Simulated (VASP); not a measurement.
LiH5:

```
CELL_PARAMETERS angstrom
3.53633 0.00000 0.00000
-1.76816 3.06255 0.00000
0.00000 0.00000 2.84416
ATOMIC_POSITIONS crystal
Li 0.00000 0.00000 0.50000
H 0.66667 0.33333 0.50000
H 0.52149 0.04298 0.00000
H 0.52149 0.47851 0.00000
H 0.95702 0.47851 0.00000
H 0.33333 0.66667 0.00000
```

* Program: VASP 6.6.1
* Task: relaxation of cell and atoms
* Functional: PBE
* Potentials or basis: VASP PAW PBE potentials, release 64 (Li_sv, H)
* Cutoff: 600 eV
* k mesh: 12 × 12 × 14
* Occupations: gaussian, width 0.1 eV
* Spin: no spin polarisation

At the start: pressure 0.0 GPa; volume 5.13 Å³/atom.

Question: How do energy, volume and symmetry change on relaxing?

Answer: Over 27 steps the energy falls by 22.9 meV/atom and the volume is 4.97 Å³/atom (-3.1 %); space group P-6m2 (No. 187, to 0.1 Å) before and after.

Step by step:
```csv
step,energy change (eV),largest force (eV/Å),pressure (GPa),volume (Å³)
1,0.0000,0.0983,0.00,30.80
2,-0.0028,0.0876,0.01,30.80
3,-0.0127,0.0485,0.06,30.80
4,-0.0329,0.0976,0.28,30.79
5,-0.0387,0.5210,1.34,30.72
6,-0.0417,0.3199,0.81,30.76
7,-0.0426,0.3257,0.82,30.76
8,-0.0454,0.3425,0.83,30.77
9,-0.0508,0.3799,0.85,30.78
10,-0.0587,0.4741,0.87,30.81
11,-0.0535,0.6410,1.01,30.84
12,-0.0594,0.5517,0.91,30.82
13,-0.0685,0.5231,0.67,30.85
14,-0.0908,0.4228,0.03,30.94
15,-0.1207,0.2126,-1.16,31.09
16,-0.0916,0.0807,-2.83,31.25
17,-0.1255,0.1258,-1.74,31.15
18,-0.1255,0.1361,-1.68,31.15
19,-0.1284,0.1172,-1.49,30.99
20,-0.1345,0.0624,-0.92,30.54
21,-0.1356,0.0357,0.41,29.64
22,-0.1369,0.0040,-0.18,30.01
23,-0.1371,0.0007,-0.16,29.99
24,-0.1375,0.0137,-0.12,29.92
25,-0.1370,0.0348,-0.03,29.77
26,-0.1376,0.0186,-0.11,29.88
27,-0.1377,0.0002,0.02,29.83
```

Final structure:
```yaml
crystal:
  lattice:
    - [3.75410, 0.00000, 0.00000]
    - [-1.87705, 3.25114, 0.00000]
    - [0.00000, 0.00000, 2.44443]
  atoms:
    - { symbol: Li, position: [0.00000, 0.00000, 0.50000] }
    - { symbol: H, position: [0.66667, 0.33333, 0.50000] }
    - { symbol: H, position: [0.50929, 0.01858, 0.00000] }
    - { symbol: H, position: [0.50929, 0.49071, 0.00000] }
    - { symbol: H, position: [0.98142, 0.49071, 0.00000] }
    - { symbol: H, position: [0.33333, 0.66667, 0.00000] }
```

Caveat: the cutoff is under 1.25 times the usual one of these potentials, so pressure, stress and relaxed cells hold a basis-set (Pulay) error.
